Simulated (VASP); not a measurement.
# Co (P6_3/mmc) in VASP: single point with LDA

Aim: the single point of Co with LDA.

All numbers are computed with VASP 6.6.1; they aren't measurements. Logs are shortened: lines on timing, memory, paths and dates and some standing lists are left out, and cuts for length are marked.

## (1) The cell of the first run

It takes space group P6_3/mmc (No. 194, hexagonal). Conventional cell: a = 2.507 Å, b = 2.507 Å, c = 4.070 Å, α = 90.00°, β = 90.00°, γ = 120.00°. Within 3.3 Å of Co (site symmetry -6m2) lie 12 Co at 2.50 to 2.51 Å.

## (2) Single point, LDA, collinear spin, antiferromagnetic start

Contents of INCAR:

```
SYSTEM = Co
PREC     = Accurate       ! precision mode
ENCUT    = 520            ! plane-wave cutoff, eV
EDIFF    = 1E-7           ! SCF threshold, eV
ISMEAR   = -1             ! smearing method
SIGMA    = 0.05           ! smearing width, eV
LREAL    = .FALSE.        ! projectors in reciprocal space
LASPH    = .TRUE.         ! aspherical terms in the spheres
NELM     = 150            ! most SCF steps
ALGO     = Normal         ! electronic algorithm
ISIF     = 2              ! what is computed and relaxed
LWAVE    = .FALSE.        ! write WAVECAR
LCHARG   = .TRUE.         ! write CHGCAR
ISPIN    = 2              ! spin polarisation
MAGMOM   = 2.5 -2.5       ! initial moments
LORBIT   = 11             ! projections on sites
LMAXMIX  = 4              ! l up to which the mixer works
LELF     = .TRUE.         ! ELF
LVHAR    = .TRUE.       
NBANDS   = 20             ! bands
```

Contents of KPOINTS:

```
Automatic mesh
0
G
  16 16 9
  0 0 0
```

Contents of POSCAR:

```
Co
1.0
    2.5074000000      0.0000000000      0.0000000000
   -1.2537000000      2.1714721000      0.0000000000
    0.0000000000      0.0000000000      4.0699000000
Co
2
Direct
    0.3333333300      0.6666666700      0.2500000000
    0.6666666700      0.3333333300      0.7500000000
```

Potentials or basis: VASP PAW LDA potentials, release 64 (Co).

Launch:

```bash
> cat potpaw_LDA.64/Co/POTCAR > POTCAR
> mpirun -np 1 vasp_std > vasp.out
```

OUTCAR:

```text
SYSTEM = Co
   PREC = Accurate
   ENCUT = 520
   EDIFF = 1E-7
   ISMEAR = -1
   LREAL = .FALSE.
   LASPH = .TRUE.
   NELM = 150
   ISIF = 2
   ISPIN = 2
   LORBIT = 11

 ion  position               nearest neighbor table
   1  0.333  0.667  0.250-   2 2.50   2 2.50   2 2.50   2 2.50   2 2.50   2 2.50
   2  0.667  0.333  0.750-   1 2.50   1 2.50   1 2.50   1 2.50   1 2.50   1 2.50

  LATTYP: Found a hexagonal cell.
 ALAT       =     2.5074000000
 C/A-ratio  =     1.6231554598

  Lattice vectors:

 A1 = (   2.5074000000,   0.0000000000,   0.0000000000)
 A2 = (  -1.2537000000,   2.1714721000,   0.0000000000)
 A3 = (   0.0000000000,   0.0000000000,   4.0699000000)

Analysis of symmetry for initial positions (statically):
=====================================================================
 Subroutine PRICEL returns:
 Original cell was already a primitive cell.

 Routine SETGRP: Setting up the symmetry group for a
 hexagonal supercell.

 Subroutine GETGRP returns: Found 24 space group operations
 (whereof 12 operations were pure point group operations)
 out of a pool of 24 trial point group operations.

The static configuration has the point symmetry D_3d.
 The point group associated with its full space group is D_6h.

Analysis of symmetry for dynamics (positions and initial velocities):
=====================================================================
 Subroutine PRICEL returns:
 Original cell was already a primitive cell.

 Routine SETGRP: Setting up the symmetry group for a
 hexagonal supercell.

 Subroutine GETGRP returns: Found 24 space group operations
 (whereof 12 operations were pure point group operations)
 out of a pool of 24 trial point group operations.

The dynamic configuration has the point symmetry D_3d.
 The point group associated with its full space group is D_6h.

Analysis of structural, dynamic, and magnetic symmetry:
=====================================================================
 Subroutine PRICEL returns:
 Original cell was already a primitive cell.

 Routine SETGRP: Setting up the symmetry group for a
 hexagonal supercell.

 Subroutine GETGRP returns: Found 24 space group operations
 (whereof 12 operations were pure point group operations)
 out of a pool of 24 trial point group operations.

The overall configuration has the point symmetry D_3d.
 The point group associated with its full space group is D_6h.

 Subroutine INISYM returns: Found 24 space group operations
 (whereof 12 operations are pure point group operations),
 and found     1 'primitive' translations

----------------------------------------------------------------------------------------

                                     Primitive cell

  volume of cell :      22.1596

  direct lattice vectors                    reciprocal lattice vectors
     2.507400000  0.000000000  0.000000000     0.398819494  0.230258542  0.000000000
    -1.253700000  2.171472100  0.000000000     0.000000000  0.460517084  0.000000000
     0.000000000  0.000000000  4.069900000     0.000000000  0.000000000  0.245706283

  length of vectors
     2.507400000  2.507400002  4.069900000     0.460517085  0.460517084  0.245706283

  position of ions in fractional coordinates (direct lattice)
     0.333333330  0.666666670  0.250000000
     0.666666670  0.333333330  0.750000000

  ion indices of the primitive-cell ions
   primitive index   ion index
                 1           1
                 2           2

----------------------------------------------------------------------------------------

 KPOINTS: Automatic mesh

Automatic generation of k-mesh.
 Grid dimensions read from file:
 generate k-points for:   16   16    9

 Generating k-lattice:

  Cartesian coordinates                     Fractional coordinates (reciprocal lattice)
     0.024926218  0.014391159  0.000000000     0.062500000  0.000000000  0.000000000
     0.000000000  0.028782318  0.000000000     0.000000000  0.062500000  0.000000000
     0.000000000  0.000000000  0.027300698     0.000000000  0.000000000  0.111111111

  Length of vectors
     0.028782318  0.028782318  0.027300698

  Shift w.r.t. Gamma in fractional coordinates (k-lattice)
     0.000000000  0.000000000  0.000000000

 Subroutine IBZKPT returns following result:
 ===========================================

 Found    150 irreducible k-points:

 Following reciprocal coordinates:
            Coordinates               Weight
  0.000000  0.000000  0.000000      1.000000
  0.062500  0.000000  0.000000      6.000000
  0.125000  0.000000  0.000000      6.000000
  0.187500  0.000000  0.000000      6.000000
  0.250000  0.000000  0.000000      6.000000
  0.312500 -0.000000  0.000000      6.000000
[... 16 lines left out ...]
  0.187500  0.187500  0.000000      6.000000
  0.250000  0.187500  0.000000     12.000000
 [... further k-points ...]
   k-points           NKPTS =    150   k-points in BZ     NKDIM =    150   number of bands    NBANDS=     20
   number of dos      NEDOS =    301   number of ions     NIONS =      2
   total plane-waves  NPLWV =  12000
   dimension x,y,z NGX =    20 NGY =   20 NGZ =   30
   dimension x,y,z NGXF=    40 NGYF=   40 NGZF=   60
   ions per type =               2
   NGX,Y,Z   is equivalent  to a cutoff of  13.26, 13.26, 12.25 a.u.
   NGXF,Y,Z  is equivalent  to a cutoff of  26.52, 26.52, 24.51 a.u.
 SYSTEM =  Co
   PREC   = accura    normal or accurate (medium, high low for compatibility)
   ISTART =      0    job   : 0-new  1-cont  2-samecut
   ICHARG =      2    charge: 1-file 2-atom 10-const
   ISPIN  =      2    spin polarized calculation?
   LNONCOLLINEAR =      F non collinear calculations
   LSORBIT =      F    spin-orbit coupling
   LASPH  =      T    aspherical Exc in radial PAW
   ENCUT  =  520.0 eV  38.22 Ry    6.18 a.u.   4.66  4.66  7.57*2*pi/ulx,y,z
   NELM   =    150;   NELMIN=  2; NELMDL= -5     # of ELM steps
   EDIFF  = 0.1E-06   stopping-criterion for ELM
   LREAL  =      F    real-space projection
   EDIFFG = 0.1E-05   stopping-criterion for IOM
   NSW    =      0    number of steps for IOM
   IBRION =     -1    ionic relax: 0-MD 1-quasi-New 2-CG
   NFREE  =      0    steps in history (QN), initial steepest desc. (CG)
   ISIF   =      2    stress and relaxation
   ISYM   =      2    0-nonsym 1-usesym 2-fastsym
   POTIM  = 0.5000    time-step for ionic-motion
   TEBEG  =    0.0;   TEEND  =   0.0 temperature during run
   PSTRESS=    0.0 pullay stress
   NELECT =      18.0000    total number of electrons
   NUPDOWN=      -1.0000    fix difference up-down
   EMIN   =  10.00;   EMAX   =-10.00  energy-range for DOS
   EFERMI =   0.00;   METHOD = LEGACY
   ISMEAR =    -1;   SIGMA  =   0.05  broadening in eV -4-tet -1-fermi 0-gaus
   EFERMI_NEDOS =   21; number of points for ismear=-14 and -15
   IALGO  =     38    algorithm
   IMIX   =      4    mixing-type and parameters
     AMIX     =   0.40;   BMIX     =  1.00
     AMIX_MAG =   1.60;   BMIX_MAG =  1.00
  volume/ion in A,a.u.               =      11.08        74.77
  Fermi-wavevector in a.u.,A,eV,Ry     =   1.527490  2.886538 31.745475  2.333227
  Thomas-Fermi vector in A             =   2.635379
   LORBIT       =     11    0 simple, 1 ext, 2 COOP (PROOUT), +10 PAW based schemes
   GGA     = CA    functional components
   LHFCALC =     F    Hartree Fock is set to
   AEXX    =    0.0000 exact exchange contribution
   IVDW    =     0    specifies the selected vdW correction
   LEPSILON=     F    determine dielectric tensor
   LRPA    =     F    only Hartree local field effects (RPA)
 spin polarized calculation
  energy-cutoff  :      520.00
  volume of cell :       22.16
 maximum number of plane-waves:       609
 NGX is ok and might be reduce to    20
   NGX =  9   NGY =  9   NGZ = 15

 number of electron      18.0000002 magnetization       0.0000000

 number of electron      18.0000002 magnetization      -0.0000000

 Free energy of the ion-electron system (eV)
  ---------------------------------------------------
  ext. energy  EPLUGINS =         0.00000000
  ---------------------------------------------------
  free energy    TOTEN  =       -15.75709822 eV

  energy without entropy =      -15.70626557  energy(sigma->0) =      -15.73168189

 E-fermi :   9.5540     XC(G=0): -13.6294

 val. band max:        9.5502795017   @ k =   0.1250   0.0000   0.3333
 cond. band min:       9.5558861090   @ k =   0.3750   0.2500   0.1111
 fundamental gap:      0.0056066072
 Fermi energy:         9.5540162162

 spin component 1

 k-point     1 :       0.0000    0.0000    0.0000
  band No.  band energies     occupation
      1       0.9020      1.00000
      2       5.0487      1.00000
      3       7.7697      1.00000
      4       7.8363      1.00000
      5       7.8363      1.00000
      6       8.1563      1.00000
[... 12 lines left out ...]
     19      35.3679      0.00000
     20      35.3679      0.00000
[... 507 lines left out ...]
 k-point    24 :       0.2500    0.1875    0.0000
  band No.  band energies     occupation
      1       4.9409      1.00000
      2       6.1874      1.00000
      3       6.2773      1.00000
      4       6.6052      1.00000
      5       7.5249      1.00000
      6       8.0230      1.00000
[... 12 lines left out ...]
     19      30.0884      0.00000
     20      37.9085      0.00000

 [... further k-points ...]

 spin component 2

 k-point     1 :       0.0000    0.0000    0.0000
  band No.  band energies     occupation
      1       0.9020      1.00000
      2       5.0487      1.00000
      3       7.7697      1.00000
      4       7.8363      1.00000
      5       7.8363      1.00000
      6       8.1563      1.00000
[... 12 lines left out ...]
     19      35.3679      0.00000
     20      35.3679      0.00000
[... 507 lines left out ...]
 k-point    24 :       0.2500    0.1875    0.0000
  band No.  band energies     occupation
      1       4.9409      1.00000
      2       6.1874      1.00000
      3       6.2773      1.00000
      4       6.6052      1.00000
      5       7.5249      1.00000
      6       8.0230      1.00000
[... 12 lines left out ...]
     19      30.0884      0.00000
     20      37.9085      0.00000

 [... further k-points ...]

------------------------ aborting loop because EDIFF is reached ----------------------------------------

  FORCE on cell =-STRESS in cart. coord.  units (eV):
  Direction    XX          YY          ZZ          XY          YZ          ZX
  --------------------------------------------------------------------------------------
  -------------------------------------------------------------------------------------
  Total       -4.3153059     -4.3153059     -4.6144129     -0.0000000     -0.0000000      0.0000000
  in kB     -312.0042851   -312.0042858   -333.6302488     -0.0000000     -0.0000000      0.0000000
  external PRESSURE =    -319.2129399 kB  Pullay stress =       0.0000000 kB

 VOLUME and BASIS-vectors are now :
 -----------------------------------------------------------------------------
  energy-cutoff  :      520.00
  volume of cell :       22.16
      direct lattice vectors                 reciprocal lattice vectors
     2.507400000  0.000000000  0.000000000     0.398819494  0.230258542  0.000000000
    -1.253700000  2.171472100  0.000000000     0.000000000  0.460517084  0.000000000
     0.000000000  0.000000000  4.069900000     0.000000000  0.000000000  0.245706283

 POSITION                                       TOTAL-FORCE (eV/Angst)
 -----------------------------------------------------------------------------------
     -0.00000      1.44765      1.01747        -0.000000     -0.000000      0.000000
      1.25370      0.72382      3.05242         0.000000      0.000000      0.000000
 -----------------------------------------------------------------------------------
    total drift:                               -0.000000      0.000000     -0.000000

  FREE ENERGIE OF THE ION-ELECTRON SYSTEM (eV)
  ---------------------------------------------------
  free  energy   TOTEN  =       -15.7570982182 eV

  energy  without entropy=      -15.7062655672  energy(sigma->0) =      -15.73168189

 total charge

# of ion       s       p       d       tot
------------------------------------------
    1        0.473   0.492   7.276   8.241
    2        0.473   0.492   7.276   8.241
--------------------------------------------------
tot          0.946   0.984  14.552  16.482

 magnetization (x)

# of ion       s       p       d       tot
------------------------------------------
    1        0.000   0.000   0.000   0.000
    2       -0.000  -0.000  -0.000  -0.000
--------------------------------------------------
tot          0.000   0.000   0.000   0.000
```

It took 3.3 min on 1 thread of AMD EPYC 7R13 (Zen 3), shared host; peak memory 0.17 GiB.

Results:

- Free energy: -15.7571 eV
- Pressure: -31.9 GPa
- Band gap on the k mesh: zero (filled and empty bands overlap)
- Net moment: 0.00 μB per cell
- Valence electrons inside the program's atomic spheres: Co 8.24

Caveat: the starting moments collapsed, and a magnetic state may lie lower.
